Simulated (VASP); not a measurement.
# Au in VASP: further runs

Runs on Au. Level: PBEsol. Tasks: single point.

Everything below comes from runs of VASP 6.6.1. Logs are shortened: lines on timing, memory, paths and dates and some standing lists are left out, and cuts for length are marked.

## (1) The cell of the first run

The cell holds a slab with vacuum, 5 atoms: a = 2.820 Å, b = 2.885 Å, c = 24.601 Å, α = 90.00°, β = 90.00°, γ = 119.26°.

## (2) Single point, PBEsol

File INCAR:

```
PREC     = Accurate       # precision mode
ENCUT    = 520            # plane-wave cutoff, eV
EDIFF    = 1E-7           # SCF threshold, eV
ISMEAR   = 0              # smearing method
SIGMA    = 0.1            # smearing width, eV
LREAL    = False          # projectors in reciprocal space
LASPH    = True           # aspherical terms in the spheres
NELM     = 100            # most SCF steps
ALGO     = Normal         # electronic algorithm
ISIF     = 2              # what is computed and relaxed
LWAVE    = False          # write WAVECAR
LCHARG   = False          # write CHGCAR
LDIPOL   = True         
IDIPOL   = 3            
DIPOL    = 0.5 0.5 0.500
GGA      = PS             # functional
NBANDS   = 36             # bands
```

File KPOINTS:

```
regular mesh
0
Gamma
  14 14 1
```

File POSCAR:

```
Au
1.0
    2.8200300622      0.0000000000      0.0000000000
   -1.4100150311      2.5170030989      0.0000000000
    0.0000000000      0.0000000000     24.6013551323
Au
5
Direct
    0.6638639510      0.3277279020      0.3048612550
    0.3361360490      0.6722720980      0.4024306275
    0.6638639510      0.3277279020      0.5000000000
    0.3361360490      0.6722720980      0.5975693725
    0.6638639510      0.3277279020      0.6951387450
```

Potentials or basis: VASP PAW PBE potentials, release 64 (Au).

On the command line:

```sh
> cat potpaw_PBE.64/Au/POTCAR > POTCAR
> mpirun -np 1 vasp_std > vasp.out
```

OUTCAR:

```text
PREC = Accurate
   ENCUT = 520
   EDIFF = 1E-7
   ISMEAR = 0
   LREAL = False
   LASPH = True
   NELM = 100
   ISIF = 2
   GGA = PS

 ion  position               nearest neighbor table
   1  0.664  0.328  0.305-   2 2.91   2 2.92   2 2.92
   2  0.336  0.672  0.402-   3 2.91   1 2.91   3 2.92   3 2.92   1 2.92   1 2.92
   3  0.664  0.328  0.500-   2 2.91   4 2.91   2 2.92   4 2.92   2 2.92   4 2.92
   4  0.336  0.672  0.598-   3 2.91   5 2.91   3 2.92   3 2.92   5 2.92   5 2.92
   5  0.664  0.328  0.695-   4 2.91   4 2.92   4 2.92

  LATTYP: Found a base centered orthorhombic cell.
 ALAT       =     2.8200300622
 B/A-ratio  =     1.7850895511
 C/A-ratio  =     8.7237918000

  Lattice vectors:

 A1 = (   1.4100150311,  -2.5170030989,   0.0000000000)
 A2 = (   1.4100150311,   2.5170030989,   0.0000000000)
 A3 = (   0.0000000000,   0.0000000000,  24.6013551323)

Analysis of symmetry for initial positions (statically):
=====================================================================
 Subroutine PRICEL returns:
 Original cell was already a primitive cell.

 Routine SETGRP: Setting up the symmetry group for a
 base centered orthorhombic supercell.

 Subroutine GETGRP returns: Found  4 space group operations
 (whereof  4 operations were pure point group operations)
 out of a pool of  8 trial point group operations.

The static configuration has the point symmetry C_2v.

Analysis of symmetry for dynamics (positions and initial velocities):
=====================================================================
 Subroutine PRICEL returns:
 Original cell was already a primitive cell.

 Routine SETGRP: Setting up the symmetry group for a
 base centered orthorhombic supercell.

 Subroutine GETGRP returns: Found  4 space group operations
 (whereof  4 operations were pure point group operations)
 out of a pool of  8 trial point group operations.

The dynamic configuration has the point symmetry C_2v.

 Subroutine INISYM returns: Found  4 space group operations
 (whereof  4 operations are pure point group operations),
 and found     1 'primitive' translations

----------------------------------------------------------------------------------------

                                     Primitive cell

  volume of cell :     174.6210

  direct lattice vectors                    reciprocal lattice vectors
     2.820030062  0.000000000  0.000000000     0.354606149  0.198648941  0.000000000
    -1.410015031  2.517003099  0.000000000     0.000000000  0.397297882  0.000000000
     0.000000000  0.000000000 24.601355132     0.000000000  0.000000000  0.040648167

  length of vectors
     2.820030062  2.885038472 24.601355132     0.406456544  0.397297882  0.040648167

  position of ions in fractional coordinates (direct lattice)
     0.663863951  0.327727902  0.304861255
     0.336136049  0.672272098  0.402430628
     0.663863951  0.327727902  0.500000000
     0.336136049  0.672272098  0.597569372
     0.663863951  0.327727902  0.695138745

  ion indices of the primitive-cell ions
   primitive index   ion index
                 1           1
                 2           2
                 3           3
                 4           4
                 5           5

----------------------------------------------------------------------------------------

 KPOINTS: regular mesh

Automatic generation of k-mesh.
 Grid dimensions read from file:
 generate k-points for:   14   14    1

 Generating k-lattice:

  Cartesian coordinates                     Fractional coordinates (reciprocal lattice)
     0.025329011  0.014189210  0.000000000     0.071428571  0.000000000  0.000000000
     0.000000000  0.028378420  0.000000000     0.000000000  0.071428571  0.000000000
     0.000000000  0.000000000  0.040648167     0.000000000  0.000000000  1.000000000

  Length of vectors
     0.029032610  0.028378420  0.040648167

  Shift w.r.t. Gamma in fractional coordinates (k-lattice)
     0.000000000  0.000000000  0.000000000

 Subroutine IBZKPT returns following result:
 ===========================================

 Found     57 irreducible k-points:

 Following reciprocal coordinates:
            Coordinates               Weight
  0.000000  0.000000  0.000000      1.000000
  0.071429  0.000000  0.000000      4.000000
  0.142857  0.000000  0.000000      4.000000
  0.214286  0.000000  0.000000      4.000000
  0.285714 -0.000000  0.000000      4.000000
  0.357143  0.000000  0.000000      4.000000
[... 16 lines left out ...]
  0.071429  0.142857  0.000000      4.000000
  0.142857  0.142857  0.000000      4.000000
 [... further k-points ...]
   k-points           NKPTS =     57   k-points in BZ     NKDIM =     57   number of bands    NBANDS=     36
   number of dos      NEDOS =    301   number of ions     NIONS =      5
   total plane-waves  NPLWV = 110592
   dimension x,y,z NGX =    24 NGY =   24 NGZ =  192
   dimension x,y,z NGXF=    48 NGYF=   48 NGZF=  384
   ions per type =               5
   NGX,Y,Z   is equivalent  to a cutoff of  14.15, 13.83, 12.97 a.u.
   NGXF,Y,Z  is equivalent  to a cutoff of  28.30, 27.66, 25.95 a.u.
 SYSTEM =  unknown system
   PREC   = accura    normal or accurate (medium, high low for compatibility)
   ISTART =      0    job   : 0-new  1-cont  2-samecut
   ICHARG =      2    charge: 1-file 2-atom 10-const
   ISPIN  =      1    spin polarized calculation?
   LNONCOLLINEAR =      F non collinear calculations
   LSORBIT =      F    spin-orbit coupling
   LASPH  =      T    aspherical Exc in radial PAW
   ENCUT  =  520.0 eV  38.22 Ry    6.18 a.u.   5.24  5.36 45.74*2*pi/ulx,y,z
   NELM   =    100;   NELMIN=  2; NELMDL= -5     # of ELM steps
   EDIFF  = 0.1E-06   stopping-criterion for ELM
   LREAL  =      F    real-space projection
   EDIFFG = 0.1E-05   stopping-criterion for IOM
   NSW    =      0    number of steps for IOM
   IBRION =     -1    ionic relax: 0-MD 1-quasi-New 2-CG
   NFREE  =      0    steps in history (QN), initial steepest desc. (CG)
   ISIF   =      2    stress and relaxation
   ISYM   =      2    0-nonsym 1-usesym 2-fastsym
   POTIM  = 0.5000    time-step for ionic-motion
   TEBEG  =    0.0;   TEEND  =   0.0 temperature during run
   PSTRESS=    0.0 pullay stress
   NELECT =      55.0000    total number of electrons
   NUPDOWN=      -1.0000    fix difference up-down
   EMIN   =  10.00;   EMAX   =-10.00  energy-range for DOS
   EFERMI =   0.00;   METHOD = LEGACY
   ISMEAR =     0;   SIGMA  =   0.10  broadening in eV -4-tet -1-fermi 0-gaus
   EFERMI_NEDOS =   21; number of points for ismear=-14 and -15
   IALGO  =     38    algorithm
   IMIX   =      4    mixing-type and parameters
     AMIX     =   0.40;   BMIX     =  1.00
     AMIX_MAG =   1.60;   BMIX_MAG =  1.00
  volume/ion in A,a.u.               =      34.92       235.68
  Fermi-wavevector in a.u.,A,eV,Ry     =   1.113859  2.104888 16.880502  1.240682
  Thomas-Fermi vector in A             =   2.250448
   LORBIT       =      0    0 simple, 1 ext, 2 COOP (PROOUT), +10 PAW based schemes
   GGA     = PS    functional components
   LHFCALC =     F    Hartree Fock is set to
   AEXX    =    0.0000 exact exchange contribution
   IVDW    =     0    specifies the selected vdW correction
   LEPSILON=     F    determine dielectric tensor
   LRPA    =     F    only Hartree local field effects (RPA)
 non-spin polarized calculation
 Gauss-broadening in eV      SIGMA  =   0.10
  energy-cutoff  :      520.00
  volume of cell :      174.62
 maximum number of plane-waves:      4765
 NGX is ok and might be reduce to    24
   NGX = 11   NGY = 11   NGZ = 91

 dipolmoment           0.000000      0.000000      0.000000 electrons x Angstroem

 number of electron      54.9999998 magnetization

 dipolmoment           0.000000      0.000000     -0.000000 electrons x Angstroem

 Free energy of the ion-electron system (eV)
  ---------------------------------------------------
  ext. energy  EPLUGINS =         0.00000000
  ---------------------------------------------------
  free energy    TOTEN  =       -18.72978691 eV

  energy without entropy =      -18.71707197  energy(sigma->0) =      -18.72342944

 E-fermi :   1.7026     XC(G=0):  -6.9203

 val. band max:        1.6649388803   @ k =   0.0714   0.2857   0.0000
 cond. band min:       1.7034297642   @ k =   0.0714   0.4286   0.0000
 fundamental gap:      0.0384908839
 Fermi energy:         1.7025869100

 k-point     1 :       0.0000    0.0000    0.0000
  band No.  band energies     occupation
      1      -7.8644      2.00000
      2      -7.0586      2.00000
      3      -6.0814      2.00000
      4      -5.5239      2.00000
      5      -5.5149      2.00000
      6      -3.1422      2.00000
[... 28 lines left out ...]
     35       8.6165      0.00000
     36       9.1007      0.00000

 k-point     2 :       0.0714    0.0000    0.0000
  band No.  band energies     occupation
      1      -7.7003      2.00000
      2      -6.8968      2.00000
      3      -5.9196      2.00000
      4      -5.3777      2.00000
      5      -5.3555      2.00000
      6      -3.1560      2.00000
[... 28 lines left out ...]
     35       8.7481      0.00000
     36       9.2029      0.00000

 k-point     3 :       0.1429    0.0000    0.0000
  band No.  band energies     occupation
      1      -7.2288      2.00000
      2      -6.4407      2.00000
      3      -5.4745      2.00000
      4      -4.9853      2.00000
      5      -4.9191      2.00000
      6      -3.2553      2.00000
[... 28 lines left out ...]
     35       9.1387      0.00000
     36       9.5085      0.00000

 k-point     4 :       0.2143    0.0000    0.0000
  band No.  band energies     occupation
      1      -6.5284      2.00000
      2      -5.8089      2.00000
      3      -4.9320      2.00000
      4      -4.5594      2.00000
      5      -4.4103      2.00000
      6      -3.4975      2.00000
[... 28 lines left out ...]
     35       9.7683      0.00000
     36      10.0014      0.00000

 k-point     5 :       0.2857   -0.0000    0.0000
  band No.  band energies     occupation
      1      -5.7934      2.00000
      2      -5.2872      2.00000
      3      -4.7050      2.00000
      4      -4.4597      2.00000
      5      -4.2731      2.00000
      6      -3.8148      2.00000
[... 655 lines left out ...]
 k-point    22 :       0.0000    0.1429    0.0000
  band No.  band energies     occupation
      1      -7.2660      2.00000
      2      -6.4819      2.00000
      3      -5.5248      2.00000
      4      -5.0365      2.00000
      5      -4.9742      2.00000
      6      -3.3630      2.00000
[... 28 lines left out ...]
     35       9.1083      0.00000
     36       9.4768      0.00000

 k-point    23 :       0.0714    0.1429    0.0000
  band No.  band energies     occupation
      1      -6.8390      2.00000
      2      -6.0840      2.00000
      3      -5.1564      2.00000
      4      -4.7277      2.00000
      5      -4.6156      2.00000
      6      -3.4678      2.00000
[... 28 lines left out ...]
     35       9.4780      0.00000
     36       9.7634      0.00000

 k-point    24 :       0.1429    0.1429    0.0000
  band No.  band energies     occupation
      1      -6.1757      2.00000
      2      -5.4948      2.00000
      3      -4.6418      2.00000
      4      -4.3241      2.00000
      5      -4.0798      2.00000
      6      -3.7057      2.00000
[... 28 lines left out ...]
     35      10.0846      0.00000
     36      10.2361      0.00000

 [... further k-points ...]

------------------------ aborting loop because EDIFF is reached ----------------------------------------

 vacuum level on the upper side and lower side of the slab       (xc-potential included)        -0.009        -0.009

  FORCE on cell =-STRESS in cart. coord.  units (eV):
  Direction    XX          YY          ZZ          XY          YZ          ZX
  --------------------------------------------------------------------------------------
  -------------------------------------------------------------------------------------
  Total       -2.3754110     -3.0817132      0.1053028      0.0000000      0.0000000      0.0000000
  in kB      -21.7947966    -28.2752385      0.9661706      0.0000000      0.0000000      0.0000000
  external PRESSURE =     -16.3679548 kB  Pullay stress =       0.0000000 kB

 VOLUME and BASIS-vectors are now :
 -----------------------------------------------------------------------------
  energy-cutoff  :      520.00
  volume of cell :      174.62
      direct lattice vectors                 reciprocal lattice vectors
     2.820030062  0.000000000  0.000000000     0.354606149  0.198648941  0.000000000
    -1.410015031  2.517003099  0.000000000     0.000000000  0.397297882  0.000000000
     0.000000000  0.000000000 24.601355132     0.000000000  0.000000000  0.040648167

 POSITION                                       TOTAL-FORCE (eV/Angst)
 -----------------------------------------------------------------------------------
      1.41002      0.82489      7.50000        -0.000000     -0.000301     -0.071033
     -0.00000      1.69211      9.90034        -0.000000     -0.003204      0.107201
      1.41002      0.82489     12.30068         0.000000      0.007010      0.000000
     -0.00000      1.69211     14.70102        -0.000000     -0.003204     -0.107201
      1.41002      0.82489     17.10136        -0.000000     -0.000301      0.071033
 -----------------------------------------------------------------------------------
    total drift:                               -0.000000     -0.000029      0.000000

  FREE ENERGIE OF THE ION-ELECTRON SYSTEM (eV)
  ---------------------------------------------------
  free  energy   TOTEN  =       -18.7297869145 eV

  energy  without entropy=      -18.7170719749  energy(sigma->0) =      -18.72342944

 vacuum level on the upper side and lower side of the slab         7.088         7.088
```

It took 8.1 min on 1 thread of Intel Xeon Platinum 8259CL at 2.50GHz (Skylake/Cascade Lake), shared host; peak memory 0.47 GiB.

Results:

| Item | Value |
| --- | --- |
| Free energy | -18.7298 eV |
| Largest force | 0.107 eV/Å |
| Band gap on the k mesh | zero (an odd number of electrons rules out a gap without spin polarisation) |

Forces in eV/Å, atoms in the order of the input:
```
Au   0.000  0.000 -0.071
Au   0.000 -0.003  0.107
Au   0.000  0.007  0.000
Au   0.000 -0.003 -0.107
Au   0.000  0.000  0.071
```

Levels at points of the mesh, in eV from the Fermi level:
| k point | band 25 | band 26 | band 27 | band 28 | band 29 | band 30 | band 31 | band 32 |
| --- | --- | --- | --- | --- | --- | --- | --- | --- |
| (0.00, 0.00, 0.00) | -2.33 | -2.09 | -2.04 | -2.03 | -2.02 | -0.98 | -0.07 | 4.36 |
| (0.50, 0.00, 0.00) | -1.32 | 0.33 | 0.36 | 0.99 | 1.59 | 1.76 | 4.06 | 4.29 |
| (0.00, 0.50, 0.00) | -1.38 | 0.16 | 0.18 | 0.72 | 1.26 | 1.41 | 3.68 | 3.90 |

Caveat: the PAW data sets were made with another functional, which shifts forces and pressure a little; spin-orbit coupling is left out, which moves the levels of the heavy elements.

## (3) Single point, PBEsol (atoms taken out)

File INCAR:

```
SYSTEM = Au
PREC = Accurate
ENCUT = 520
EDIFF = 1E-6
ISMEAR = 0
SIGMA = 0.1
LREAL = .False.
LASPH = .True.
NELM = 100
ALGO = Normal
ISIF = 2
LWAVE = .False.
LCHARG = .False.
LDIPOL = .True.
IDIPOL = 3
DIPOL = 0.5 0.5 0.500
GGA = PS
NBANDS = 48
```

File KPOINTS:

```
Automatic mesh
0
Gamma
  14 14 1
  0 0 0
```

File POSCAR:

```
Au
1.0
    2.8200300622      0.0000000000      0.0000000000
   -1.4100150311      2.5170030989      0.0000000000
    0.0000000000      0.0000000000     29.4020326985
Au
7
Direct
    0.6638639510      0.3277279020      0.2550844044
    0.3361360490      0.6722720980      0.3367229363
    0.6638639510      0.3277279020      0.4183614681
    0.3361360490      0.6722720980      0.5000000000
    0.6638639510      0.3277279020      0.5816385319
    0.3361360490      0.6722720980      0.6632770637
    0.6638639510      0.3277279020      0.7449155956
```

Potentials or basis: VASP PAW PBE potentials, release 64 (Au).

On the command line:

```sh
> cat potpaw_PBE.64/Au/POTCAR > POTCAR
> mpirun -np 1 vasp_std > vasp.out
```

Run time: 13 min. Hardware: 1 thread of Intel Xeon Platinum 8259CL at 2.50GHz (Skylake/Cascade Lake), shared host; peak memory 0.6 GiB.

It converged, with:

| Quantity | Value |
| --- | --- |
| Free energy | -26.5733 eV |
| Largest force | 0.105 eV/Å |
| Band gap on the k mesh | zero (an odd number of electrons rules out a gap without spin polarisation) |

Forces in eV/Å, atoms in the order of the input:
```
Au   0.000  0.001 -0.042
Au   0.000 -0.002  0.105
Au   0.000  0.002 -0.032
Au   0.000 -0.003  0.000
Au   0.000  0.002  0.032
Au   0.000 -0.002 -0.105
Au   0.000  0.001  0.042
```

Levels at points of the mesh, in eV from the Fermi level:
```
           k point  band 37  band 38  band 39  band 40  band 41  band 42
(0.00, 0.00, 0.00)    -2.25    -2.13    -2.11    -2.10    -2.10    -0.78
(0.50, 0.00, 0.00)     0.15     0.44     0.83     1.33     1.63     1.70
(0.00, 0.50, 0.00)    -0.02     0.28     0.56     1.02     1.29     1.35
```

Caveat: the cell differs from its parent crystal (atoms taken out); the PAW data sets were made with another functional, which shifts forces and pressure a little; spin-orbit coupling is left out, which moves the levels of the heavy elements.

The gap in the log of VASP goes by the Fermi energy; the results here count the filled bands.